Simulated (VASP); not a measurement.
# La: single point with PBEsol

La:

```
La
1.0
    -2.12383    2.12383    2.12383
     2.12383   -2.12383    2.12383
     2.12383    2.12383   -2.12383
La
1
Direct
  0.00000 0.00000 0.00000
```

This isn't the form of La at room conditions, which is double hcp.

```json
{
 "Program": "VASP 6.6.1",
 "Task": "single point",
 "Functional": "PBEsol",
 "Potentials or basis": "VASP PAW PBE potentials, release 64 (La)",
 "Cutoff": "520 eV",
 "k mesh": "7 × 7 × 7",
 "Occupations": "fermi-dirac, width 0.05 eV",
 "Spin": "non-collinear spin, zero start, spin-orbit coupling",
 "Starting moments": "[[0.0, 0.0, 0.0]] μB",
 "Dipole correction": "no",
 "Further INCAR settings": "ALGO = Fast; EDIFF = 1e-07; NBANDS = 22"
}
```

| Item | Value |
| --- | --- |
| Pressure | -2.4 GPa |
| Net moment | 0.00 μB per cell |
| Valence electrons inside the program's atomic spheres | La 8.58 |

Moments on the atoms (μB; x, y, z):
```
La  0.00 0.00 0.00
```

It took 3.5 min on 1 thread of AMD EPYC 7R13 Processor (Zen 3) (shared host), peak memory 0.25 GiB.

Caveat: the PAW data sets were made with another functional, which shifts forces and pressure a little.
